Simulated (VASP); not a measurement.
Runs of VASP 6.6.1 on MoS2. The structure is that of space group R-3m (No. 166), or close to it. The cells are those of the table. 

```csv
task,level,cell,k mesh,cutoff (eV),gap on the mesh (eV),pressure (GPa),largest force (eV/Å)
single point,PBE+D3(BJ),"a = 6.210 Å, angles 29.3°, 3 atoms",8 × 8 × 8,520,none,-0.1,0.01
relaxation of cell and atoms,PBE+D3(BJ),"relaxed from a = 6.383 Å, angles 28.8°, 3 atoms",8 × 8 × 8,600,none,0.0,-
single point,PBE,"a = 6.350 Å, angles 29.1°, 3 atoms",10 × 10 × 10,520,none,2.1,(b)
single point,r2SCAN,"a = 6.350 Å, angles 29.1°, 3 atoms",10 × 10 × 10,520,none,(a),0.07
single point,r2SCAN+rVV10,"a = 6.350 Å, angles 29.1°, 3 atoms",8 × 8 × 8,520,none,0.2,0.02
```

Alike in all rows: potentials or basis VASP PAW PBE potentials, release 64 (Mo_sv, S); no spin polarisation; smearing fermi-dirac 0.02 eV.

Task: Fill in the values left out.

Result: (a) 1.2; (b) 0.15.

Caveats: pairwise dispersion overbinds metals, which lowers pressure and volume (some runs); the PAW data sets were made with another functional, which shifts forces and pressure a little (some runs).

A k mesh can miss the band edges, and the runs leave out spin-orbit coupling on Mo.

A gap of «none» marks levels without a gap at the run's occupations.
